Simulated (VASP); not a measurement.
## CdI2: single point with PBEsol

CdI2:

```xyz
3
Lattice="4.2440 0.0000 0.0000 -2.1220 3.6754 0.0000 0.0000 0.0000 6.8590" Properties=species:S:1:pos:R:3 pbc="T T T"
Cd    0.0000    0.0000    0.0000
I     0.0000    2.4503    1.7093
I     2.1220    1.2251    5.1497
```

* Program: VASP 6.6.1
* Task: single point
* Functional: PBEsol
* Potentials or basis: VASP PAW PBE potentials, release 64 (Cd, I)
* Cutoff: 500 eV
* k mesh: 3 × 3 × 2
* Occupations: gaussian, width 0.01 eV
* Spin: no spin polarisation
* Dipole correction: no
* Further INCAR settings: ALGO = Normal; EDIFF = 1e-06; NBANDS = 20

- Pressure: 0.3 GPa
- Largest force: 0.076 eV/Å
- Band gap on the k mesh: 2.36 eV, indirect (least direct gap 2.48 eV)

Forces in eV/Å, atoms in the order of the input:
```
Cd   0.000  0.000  0.000
I    0.000  0.000 -0.076
I    0.000  0.000  0.076
```

Stress tensor (GPa, compression positive):
```
 0.63  0.00  0.00
 0.00  0.63  0.00
 0.00  0.00 -0.29
```

Levels at points of the mesh, in eV from the valence-band top:
```
           k point  band 10  band 11  band 12  band 13  band 14  band 15  band 16  band 17
(0.00, 0.00, 0.00)    -0.30    -0.15    -0.15    -0.12     2.36     4.31     6.23     6.23
(0.00, 0.00, 0.50)    -0.43    -0.43     0.00     0.00     3.52     4.35     6.03     6.03
```

Run time: 17 s on 1 thread of AMD EPYC 7R13 Processor (Zen 3), with other jobs on the host, peak memory 0.18 GiB.

Caveat: the k points lie up to 0.57 Å⁻¹ apart; the PAW data sets were made with another functional, which shifts forces and pressure a little; spin-orbit coupling is left out, which moves the levels of the heavy elements; this functional lacks dispersion, which binds the layers, so the pressure and a relaxed spacing across them are unreliable. As with any semilocal functional, this PBEsol gap is likely too small.
